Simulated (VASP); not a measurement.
Runs of VASP 6.6.1 on SiO2. The structure is that of space group P6_322 (No. 182), or close to it. The cells are those of the table. 

```csv
level,cell,gap on the mesh (eV),pressure (GPa),largest force (eV/Å)
r2SCAN,"a = 5.036, b = 5.036, c = 8.565 Å, angles 90.0, 90.0, 120.0°, 12 atoms",(b),0.1,0.01
PBEsol,"a = 5.063, b = 5.063, c = 8.594 Å, angles 90.0, 90.0, 120.0°, 12 atoms",(a),0.4,0.02
PBE,"a = 5.036, b = 5.036, c = 8.565 Å, angles 90.0, 90.0, 120.0°, 12 atoms",5.59,4.2,(c)
PBE,"a = 5.099, b = 5.099, c = 8.629 Å, angles 90.0, 90.0, 120.0°, 12 atoms",5.46,0.1,0.01
```

Alike in all rows: task single point; potentials or basis VASP PAW PBE potentials, release 64 (Si, O); no spin polarisation; k mesh 6 × 6 × 4; cutoff (eV) 520; smearing fermi-dirac 0.02 eV.

Question: Estimate the missing entries.

Answer: (a) 5.53; (b) 6.18; (c) 0.24.

Caveats: the PAW data sets were made with another functional, which shifts forces and pressure a little (some runs).

A k mesh can miss the band edges.
